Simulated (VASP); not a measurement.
# SiC2F (P6/mmm) in VASP: notebook

SiC2F is run at these levels: PBE; tasks: single point.

All numbers are computed with VASP 6.6.1; they aren't measurements. Logs are shortened: lines on timing, memory, paths and dates and some standing lists are left out, and cuts for length are marked.

### Step 1. The cell of the first run

It takes space group P6/mmm (No. 191, hexagonal). The conventional cell has a = 3.528 Å, b = 3.528 Å, c = 3.844 Å, α = 90.00°, β = 90.00°, γ = 120.00°. Within 2.5 Å of Si (site symmetry 6/mmm) lie 2 F at 1.92 Å and 6 C at 2.04 Å. C (site symmetry -6m2) has 3 Si at 2.04 Å and 3 C at 2.04 Å within 2.7 Å. F (site symmetry 6/mmm) has 2 Si at 1.92 Å within 2.5 Å.

### Step 2. Single point, PBE

INCAR

```
SYSTEM = SiC2F
ALGO     = Normal         ! electronic algorithm
EDIFF    = 1E-6           ! SCF threshold, eV
ENCUT    = 520            ! plane-wave cutoff, eV
GGA      = PE             ! functional
ISIF     = 2              ! what is computed and relaxed
ISMEAR   = 0              ! smearing method
LASPH    = .True.         ! aspherical terms in the spheres
LCHARG   = .False.        ! write CHGCAR
LREAL    = .False.        ! projectors in reciprocal space
LWAVE    = .False.        ! write WAVECAR
NBANDS   = 18             ! bands
NELM     = 80             ! most SCF steps
PREC     = Accurate       ! precision mode
SIGMA    = 0.1            ! smearing width, eV
```

KPOINTS

```
k-points
0
Gamma
  6 6 6
  0 0 0
```

POSCAR

```
SiC2F
1.0
    3.5275799148      0.0000000000      0.0000000000
   -1.7637899574      3.0549738201      0.0000000000
    0.0000000000      0.0000000000      3.8437580559
Si C F
1 2 1
Direct
    0.0000000000      0.0000000000      0.5000000000
    0.3333333333      0.6666666667      0.5000000000
    0.6666666667      0.3333333333      0.5000000000
    0.0000000000      0.0000000000      0.0000000000
```

Potentials or basis: VASP PAW PBE potentials, release 64 (Si, C, F).

Started as:

```
> cat potpaw_PBE.64/Si/POTCAR potpaw_PBE.64/C/POTCAR potpaw_PBE.64/F/POTCAR > POTCAR
> mpirun -np 1 vasp_std > vasp.out
```

OUTCAR:

```text
SYSTEM = SiC2F
   EDIFF = 1E-6
   ENCUT = 520
   GGA = PE
   ISIF = 2
   ISMEAR = 0
   LASPH = .True.
   LREAL = .False.
   NELM = 80
   PREC = Accurate

 ion  position               nearest neighbor table
   1  0.000  0.000  0.500-   4 1.92   4 1.92   2 2.04   3 2.04   3 2.04   2 2.04   3 2.04   2 2.04

   2  0.333  0.667  0.500-   1 2.04   3 2.04   3 2.04   1 2.04   1 2.04   3 2.04
   3  0.667  0.333  0.500-   1 2.04   2 2.04   2 2.04   1 2.04   1 2.04   2 2.04
   4  0.000  0.000  0.000-   1 1.92   1 1.92

  LATTYP: Found a hexagonal cell.
 ALAT       =     3.5275799148
 C/A-ratio  =     1.0896303269

  Lattice vectors:

 A1 = (   3.5275799148,   0.0000000000,   0.0000000000)
 A2 = (  -1.7637899574,   3.0549738201,   0.0000000000)
 A3 = (   0.0000000000,   0.0000000000,   3.8437580559)

Analysis of symmetry for initial positions (statically):
=====================================================================
 Subroutine PRICEL returns:
 Original cell was already a primitive cell.

 Routine SETGRP: Setting up the symmetry group for a
 hexagonal supercell.

 Subroutine GETGRP returns: Found 24 space group operations
 (whereof 24 operations were pure point group operations)
 out of a pool of 24 trial point group operations.

The static configuration has the point symmetry D_6h.

Analysis of symmetry for dynamics (positions and initial velocities):
=====================================================================
 Subroutine PRICEL returns:
 Original cell was already a primitive cell.

 Routine SETGRP: Setting up the symmetry group for a
 hexagonal supercell.

 Subroutine GETGRP returns: Found 24 space group operations
 (whereof 24 operations were pure point group operations)
 out of a pool of 24 trial point group operations.

The dynamic configuration has the point symmetry D_6h.

 Subroutine INISYM returns: Found 24 space group operations
 (whereof 24 operations are pure point group operations),
 and found     1 'primitive' translations

----------------------------------------------------------------------------------------

                                     Primitive cell

[... 90 lines left out ...]
   LSORBIT =      F    spin-orbit coupling
   LASPH  =      T    aspherical Exc in radial PAW
   ENCUT  =  520.0 eV  38.22 Ry    6.18 a.u.   6.56  6.56  7.15*2*pi/ulx,y,z
   NELM   =     80;   NELMIN=  2; NELMDL= -5     # of ELM steps
   EDIFF  = 0.1E-05   stopping-criterion for ELM
   LREAL  =      F    real-space projection
   EDIFFG = 0.1E-04   stopping-criterion for IOM
   NSW    =      0    number of steps for IOM
   IBRION =     -1    ionic relax: 0-MD 1-quasi-New 2-CG
   NFREE  =      0    steps in history (QN), initial steepest desc. (CG)
   ISIF   =      2    stress and relaxation
   ISYM   =      2    0-nonsym 1-usesym 2-fastsym
   POTIM  = 0.5000    time-step for ionic-motion
   TEBEG  =    0.0;   TEEND  =   0.0 temperature during run
   PSTRESS=    0.0 pullay stress
   NELECT =      19.0000    total number of electrons
   NUPDOWN=      -1.0000    fix difference up-down
   EMIN   =  10.00;   EMAX   =-10.00  energy-range for DOS
   EFERMI =   0.00;   METHOD = LEGACY
   ISMEAR =     0;   SIGMA  =   0.10  broadening in eV -4-tet -1-fermi 0-gaus
   EFERMI_NEDOS =   21; number of points for ismear=-14 and -15
   IALGO  =     38    algorithm
   IMIX   =      4    mixing-type and parameters
     AMIX     =   0.40;   BMIX     =  1.00
     AMIX_MAG =   1.60;   BMIX_MAG =  1.00
  volume/ion in A,a.u.               =      10.36        69.88
  Fermi-wavevector in a.u.,A,eV,Ry     =   1.262542  2.385859 21.687860  1.594013
  Thomas-Fermi vector in A             =   2.395945
   LORBIT       =      0    0 simple, 1 ext, 2 COOP (PROOUT), +10 PAW based schemes
   GGA     = PE    functional components
   LHFCALC =     F    Hartree Fock is set to
   AEXX    =    0.0000 exact exchange contribution
   IVDW    =     0    specifies the selected vdW correction
   LEPSILON=     F    determine dielectric tensor
   LRPA    =     F    only Hartree local field effects (RPA)
 non-spin polarized calculation
 Gauss-broadening in eV      SIGMA  =   0.10
  energy-cutoff  :      520.00
  volume of cell :       41.42
 maximum number of plane-waves:      1143
 NGX is ok and might be reduce to    28
   NGX = 13   NGY = 13   NGZ = 15

 number of electron      19.0000015 magnetization

 Free energy of the ion-electron system (eV)
  ---------------------------------------------------
  ext. energy  EPLUGINS =         0.00000000
  ---------------------------------------------------
  free energy    TOTEN  =       -21.19561203 eV

  energy without entropy =      -21.18807660  energy(sigma->0) =      -21.19184432

 E-fermi :   5.1011     XC(G=0): -10.6344

 val. band max:        5.0978543820   @ k =   0.1667   0.1667   0.3333
 cond. band min:       5.1792233043   @ k =   0.5000  -0.0000   0.3333
 fundamental gap:      0.0813689223
 Fermi energy:         5.1010791809

 k-point     1 :       0.0000    0.0000    0.0000
  band No.  band energies     occupation
      1     -19.0189      2.00000
      2     -10.2581      2.00000
      3      -3.3676      2.00000
      4       0.0102      2.00000
      5       0.0102      2.00000
      6       0.7621      2.00000
[... 481 lines left out ...]
      5      -1.2309      2.00000
      6      -0.6566      2.00000
[... 10 lines left out ...]
     17      17.1178      0.00000
     18      18.0377      0.00000

 [... further k-points ...]

------------------------ aborting loop because EDIFF is reached ----------------------------------------

  FORCE on cell =-STRESS in cart. coord.  units (eV):
  Direction    XX          YY          ZZ          XY          YZ          ZX
  --------------------------------------------------------------------------------------
  -------------------------------------------------------------------------------------
  Total       -0.0247241     -0.0247241      0.1155701      0.0000000      0.0000000     -0.0000000
  in kB       -0.9562906     -0.9562906      4.4700851      0.0000000      0.0000000     -0.0000000
  external PRESSURE =       0.8525013 kB  Pullay stress =       0.0000000 kB

 VOLUME and BASIS-vectors are now :
 -----------------------------------------------------------------------------
  energy-cutoff  :      520.00
  volume of cell :       41.42
      direct lattice vectors                 reciprocal lattice vectors
     3.527579915  0.000000000  0.000000000     0.283480467  0.163667524  0.000000000
    -1.763789957  3.054973820  0.000000000     0.000000000  0.327335047  0.000000000
     0.000000000  0.000000000  3.843758056     0.000000000  0.000000000  0.260162056

 POSITION                                       TOTAL-FORCE (eV/Angst)
 -----------------------------------------------------------------------------------
      0.00000      0.00000      1.92188         0.000000      0.000000      0.000000
     -0.00000      2.03665      1.92188         0.000000      0.000000      0.000000
      1.76379      1.01832      1.92188        -0.000000     -0.000000      0.000000
      0.00000      0.00000      0.00000         0.000000      0.000000      0.000000
 -----------------------------------------------------------------------------------
    total drift:                               -0.000000      0.000000     -0.000000

  FREE ENERGIE OF THE ION-ELECTRON SYSTEM (eV)
  ---------------------------------------------------
  free  energy   TOTEN  =       -21.1956120346 eV

  energy  without entropy=      -21.1880766043  energy(sigma->0) =      -21.19184432
```

OSZICAR:

```text
N       E                     dE             d eps       ncg     rms          rms(c)
DAV:   1     0.503487155269E+02    0.50349E+02   -0.89186E+03  1008   0.943E+02
DAV:   2    -0.194761692554E+02   -0.69825E+02   -0.66990E+02  1316   0.188E+02
DAV:   3    -0.219617457288E+02   -0.24856E+01   -0.24364E+01  1174   0.310E+01
DAV:   4    -0.219804554366E+02   -0.18710E-01   -0.18698E-01  1442   0.314E+00
DAV:   5    -0.219806057866E+02   -0.15035E-03   -0.15033E-03  1274   0.264E-01    0.734E+00
DAV:   6    -0.212601372445E+02    0.72047E+00   -0.15199E+00  1136   0.102E+01    0.366E+00
DAV:   7    -0.212002052059E+02    0.59932E-01   -0.12567E-01  1232   0.296E+00    0.157E+00
DAV:   8    -0.211948804472E+02    0.53248E-02   -0.33995E-02  1262   0.118E+00    0.455E-01
DAV:   9    -0.211954300520E+02   -0.54960E-03   -0.36934E-03  1146   0.434E-01    0.139E-01
DAV:  10    -0.211955591224E+02   -0.12907E-03   -0.42680E-04  1160   0.223E-01    0.617E-02
DAV:  11    -0.211956063925E+02   -0.47270E-04   -0.97079E-05  1154   0.801E-02    0.154E-02
DAV:  12    -0.211956113694E+02   -0.49769E-05   -0.19460E-05  1258   0.368E-02    0.588E-03
DAV:  13    -0.211956120346E+02   -0.66515E-06   -0.17917E-06  1026   0.128E-02
   1 F= -.21195612E+02 E0= -.21191844E+02  d E =-.753543E-02
```

It took 29 s on 1 thread of Intel Xeon Platinum 8259CL at 2.50GHz (Skylake/Cascade Lake), shared host; peak memory 0.16 GiB.

Results:

```
Free energy : -21.1956 eV
Pressure    : 0.1 GPa
```

Caveat: an odd number of electrons without spin polarisation forces a metal; a magnetic or distorted state may lie lower.

### Step 3. Single point, PBE

This run uses another cell than the first one, of 15.01 Å³/atom, 1.449 times its volume.

INCAR

```
SYSTEM = SiC2F
  PREC = Accurate
  ENCUT = 520
  EDIFF = 1E-6
  ISMEAR = 0
  SIGMA = 0.1
  LREAL = .FALSE.
  LASPH = .TRUE.
  NELM = 80
  ALGO = Normal
  ISIF = 2
  LWAVE = .FALSE.
  LCHARG = .FALSE.
  GGA = PE
  NBANDS = 18
```

KPOINTS

```
regular mesh
0
G
  6 6 6
  0 0 0
```

POSCAR

```
SiC2F
1.0
    4.7277855000      0.0000000000      0.0000000000
   -2.3638927500      4.0943823500      0.0000000000
    0.0000000000      0.0000000000      3.1008230100
Si C F
1 2 1
Direct
    0.0000000000      0.0000000000      0.5000000000
    0.3333333300      0.6666666700      0.5000000000
    0.6666666700      0.3333333300      0.5000000000
    0.0000000000      0.0000000000      0.0000000000
```

Potentials or basis: VASP PAW PBE potentials, release 64 (Si, C, F).

Started as:

```
> cat potpaw_PBE.64/Si/POTCAR potpaw_PBE.64/C/POTCAR potpaw_PBE.64/F/POTCAR > POTCAR
> mpirun -np 1 vasp_std > vasp.out
```

Run time: 32 s. Hardware: 1 thread of Intel Xeon Platinum 8259CL at 2.50GHz (Skylake/Cascade Lake), shared host; peak memory 0.18 GiB.

Results (log left out):

```yaml
Free_energy: -14.8217 eV
Pressure: -1.3 GPa
```

Stress tensor (GPa, compression positive):
```
-27.67   0.00   0.00
  0.00 -27.67   0.00
  0.00   0.00  51.38
```

Levels at points of the mesh, in eV from the Fermi level:
```
           k point  band 8  band 9  band 10  band 11  band 12  band 13
(0.00, 0.00, 0.00)   -1.93   -1.79    -0.36    -0.36     1.28     2.50
(0.50, 0.00, 0.00)   -2.63    0.91     1.59     1.60     1.88     2.07
(0.00, 0.00, 0.50)   -1.17   -1.17    -1.11    -1.11     0.20     0.88
(0.50, 0.00, 0.50)   -2.42   -1.37    -0.82     0.88     2.04     3.29
```

Caveat: an odd number of electrons without spin polarisation forces a metal; a magnetic or distorted state may lie lower.

### Step 4. Single point, PBE, collinear spin, ferromagnetic start

INCAR

```
  PREC = Accurate
  ENCUT = 520
  EDIFF = 1E-6
  ISMEAR = 0
  SIGMA = 0.1
  LREAL = False
  LASPH = True
  NELM = 150
  ALGO = Normal
  ISIF = 2
  LWAVE = False
  LCHARG = False
  ISPIN = 2
  MAGMOM = 0 1 1 1
  LORBIT = 11
  GGA = PE
  NBANDS = 22
```

KPOINTS

```
Automatic mesh
0
Gamma
  6 6 4
```

POSCAR

```
SiC2F
1.0
    3.5275799148      0.0000000000      0.0000000000
   -1.7637899574      3.0549738201      0.0000000000
    0.0000000000      0.0000000000      3.8437580559
Si C F
1 2 1
Direct
    0.0000000000      0.0000000000      0.5000000000
    0.3333333333      0.6666666667      0.5000000000
    0.6666666667      0.3333333333      0.5000000000
    0.0000000000      0.0000000000      0.0000000000
```

Potentials or basis: VASP PAW PBE potentials, release 64 (Si, C, F).

Started as:

```
> cat potpaw_PBE.64/Si/POTCAR potpaw_PBE.64/C/POTCAR potpaw_PBE.64/F/POTCAR > POTCAR
> mpirun -np 1 vasp_std > vasp.out
```

OUTCAR:

```text
PREC = Accurate
   ENCUT = 520
   EDIFF = 1E-6
   ISMEAR = 0
   LREAL = False
   LASPH = True
   NELM = 150
   ISIF = 2
   ISPIN = 2
   LORBIT = 11
   GGA = PE

 ion  position               nearest neighbor table
   1  0.000  0.000  0.500-   4 1.92   4 1.92   2 2.04   3 2.04   3 2.04   2 2.04   3 2.04   2 2.04

   2  0.333  0.667  0.500-   1 2.04   3 2.04   3 2.04   1 2.04   1 2.04   3 2.04
   3  0.667  0.333  0.500-   1 2.04   2 2.04   2 2.04   1 2.04   1 2.04   2 2.04
   4  0.000  0.000  0.000-   1 1.92   1 1.92

  LATTYP: Found a hexagonal cell.
 ALAT       =     3.5275799148
 C/A-ratio  =     1.0896303269

  Lattice vectors:

 A1 = (   3.5275799148,   0.0000000000,   0.0000000000)
 A2 = (  -1.7637899574,   3.0549738201,   0.0000000000)
 A3 = (   0.0000000000,   0.0000000000,   3.8437580559)

[... 1209 lines left out ...]
     21      21.9718      0.00000
 [bands above 21 left out]

------------------------ aborting loop because EDIFF is reached ----------------------------------------

  FORCE on cell =-STRESS in cart. coord.  units (eV):
  Direction    XX          YY          ZZ          XY          YZ          ZX
  --------------------------------------------------------------------------------------
  -------------------------------------------------------------------------------------
  Total       -0.0019050     -0.0019050      0.1072058      0.0000000     -0.0000000      0.0000000
  in kB       -0.0736823     -0.0736823      4.1465665      0.0000000     -0.0000000      0.0000000
  external PRESSURE =       1.3330673 kB  Pullay stress =       0.0000000 kB

 VOLUME and BASIS-vectors are now :
 -----------------------------------------------------------------------------
  energy-cutoff  :      520.00
  volume of cell :       41.42
      direct lattice vectors                 reciprocal lattice vectors
     3.527579915  0.000000000  0.000000000     0.283480467  0.163667524  0.000000000
    -1.763789957  3.054973820  0.000000000     0.000000000  0.327335047  0.000000000
     0.000000000  0.000000000  3.843758056     0.000000000  0.000000000  0.260162056

 POSITION                                       TOTAL-FORCE (eV/Angst)
 -----------------------------------------------------------------------------------
      0.00000      0.00000      1.92188         0.000000      0.000000     -0.000000
     -0.00000      2.03665      1.92188        -0.000000      0.000000      0.000000
      1.76379      1.01832      1.92188         0.000000      0.000000     -0.000000
      0.00000      0.00000      0.00000         0.000000      0.000000     -0.000000
 -----------------------------------------------------------------------------------
    total drift:                               -0.000000      0.000000     -0.000000

  FREE ENERGIE OF THE ION-ELECTRON SYSTEM (eV)
  ---------------------------------------------------
  free  energy   TOTEN  =       -21.2002787143 eV

  energy  without entropy=      -21.1952069033  energy(sigma->0) =      -21.19774281

 total charge

# of ion       s       p       d       tot
------------------------------------------
    1        0.670   0.790   0.000   1.460
    2        0.981   1.248   0.000   2.229
    3        0.981   1.248   0.000   2.229
    4        1.743   4.374   0.000   6.117
--------------------------------------------------
tot          4.375   7.661   0.000  12.036

 magnetization (x)

# of ion       s       p       d       tot
------------------------------------------
    1       -0.000  -0.000   0.000  -0.000
    2        0.000   0.000   0.000   0.000
    3        0.000   0.000   0.000   0.000
    4        0.000   0.000   0.000   0.000
--------------------------------------------------
tot          0.000   0.000   0.000   0.000
```

OSZICAR:

```text
N       E                     dE             d eps       ncg     rms          rms(c)
DAV:   1     0.468061987741E+02    0.46806E+02   -0.89278E+03  1848   0.794E+02
DAV:   2    -0.190517622010E+02   -0.65858E+02   -0.62416E+02  2368   0.168E+02
DAV:   3    -0.211893089514E+02   -0.21375E+01   -0.21138E+01  2254   0.248E+01
DAV:   4    -0.212011874352E+02   -0.11878E-01   -0.11873E-01  2118   0.223E+00
DAV:   5    -0.212012788038E+02   -0.91369E-04   -0.91368E-04  2312   0.185E-01    0.103E+01
DAV:   6    -0.211723262350E+02    0.28953E-01   -0.13939E+00  2010   0.848E+00    0.432E+00
DAV:   7    -0.212058758293E+02   -0.33550E-01   -0.17044E-01  2096   0.279E+00    0.189E+00
DAV:   8    -0.211962959175E+02    0.95799E-02   -0.35077E-02  1940   0.116E+00    0.752E-01
DAV:   9    -0.211991486163E+02   -0.28527E-02   -0.55728E-03  2016   0.475E-01    0.339E-01
DAV:  10    -0.212000038446E+02   -0.85523E-03   -0.69191E-04  2072   0.179E-01    0.122E-01
DAV:  11    -0.212001989927E+02   -0.19515E-03   -0.14675E-04  2022   0.854E-02    0.586E-02
DAV:  12    -0.212002691964E+02   -0.70204E-04   -0.47928E-05  1976   0.466E-02    0.175E-02
DAV:  13    -0.212002765465E+02   -0.73501E-05   -0.67506E-06  2078   0.198E-02    0.836E-03
DAV:  14    -0.212002784063E+02   -0.18597E-05   -0.15850E-06  1976   0.765E-03    0.315E-03
DAV:  15    -0.212002787143E+02   -0.30804E-06   -0.20258E-07  1648   0.323E-03
   1 F= -.21200279E+02 E0= -.21197743E+02  d E =-.507181E-02  mag=     0.0000
```

Wall time 58 s (1 thread of Intel Xeon Platinum 8259CL at 2.50GHz (Skylake/Cascade Lake), shared host); peak memory 0.18 GiB.

Results:

```
Free energy                                           : -21.2003 eV
Pressure                                              : 0.1 GPa
Net moment                                            : 0.00 μB per cell
Valence electrons inside the program's atomic spheres : Si 1.46; C 2.23; F 6.12
```

Stress tensor (GPa, compression positive):
```
-0.01  0.00  0.00
 0.00 -0.01  0.00
 0.00  0.00  0.41
```

Caveat: the k points lie up to 0.41 Å⁻¹ apart.

### Step 5. Overview

```csv
spin,cell,k mesh,gap on the mesh (eV),pressure (GPa)
off,"a = 3.528, b = 3.528, c = 3.844 Å, angles 90.0, 90.0, 120.0°, 4 atoms",6 × 6 × 6,none,0.1
off,"a = 4.728, b = 4.728, c = 3.101 Å, angles 90.0, 90.0, 120.0°, 4 atoms",6 × 6 × 6,none,-1.3
"collinear, ferromagnetic start","a = 3.528, b = 3.528, c = 3.844 Å, angles 90.0, 90.0, 120.0°, 4 atoms",6 × 6 × 4,none,0.1
```

Alike in all rows: task single point; level PBE; potentials or basis VASP PAW PBE potentials, release 64 (Si, C, F); cutoff (eV) 520; smearing gaussian 0.1 eV.

Caveats: some runs use coarse meshes; an odd number of electrons without spin polarisation forces a metal (some runs); a magnetic or distorted state may lie lower (some runs).

Total energies depend on the potentials used, so only differences within one code and one set of settings carry meaning.
